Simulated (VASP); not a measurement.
The system is BAs.

```
As B
1.0
     0.00000    2.38850    2.38850
     2.38850    0.00000    2.38850
     2.38850    2.38850    0.00000
As B
1 1
Direct
  0.75000 0.75000 0.75000
  0.00000 0.00000 0.00000
```

```yaml
Program: VASP 6.6.1
Task: relaxation of cell and atoms
Functional: revPBE
Dispersion: D4
Potentials_or_basis: VASP PAW PBE potentials, release 64 (As, B)
Cutoff: 600 eV
k_mesh: 10 × 10 × 10
Occupations: fermi-dirac, width 0.05 eV
Spin: no spin polarisation
```

At the start: pressure -3.6 GPa; volume 13.63 Å³/atom.

**Question.** How do energy, volume and symmetry change on relaxing?

**Answer.** Over 3 steps the energy falls by 4.0 meV/atom and the volume is 13.28 Å³/atom (-2.6 %); space group F-43m (No. 216, to 0.05 Å).

Step by step:
| step | energy change (eV) | largest force (eV/Å) | pressure (GPa) | volume (Å³) |
| --- | --- | --- | --- | --- |
| 1 | 0.0000 | 0.0000 | -3.56 | 27.25 |
| 2 | -0.0040 | 0.0000 | 2.73 | 26.08 |
| 3 | -0.0080 | 0.0000 | 0.00 | 26.55 |

Final structure:
```xyz
2
Lattice="0.0000 2.3679 2.3679 2.3679 0.0000 2.3679 2.3679 2.3679 0.0000" Properties=species:S:1:pos:R:3 pbc="T T T"
As    3.5518    3.5518    3.5518
B     0.0000    0.0000    0.0000
```

Caveat: the PAW data sets were made with another functional, which shifts forces and pressure a little.
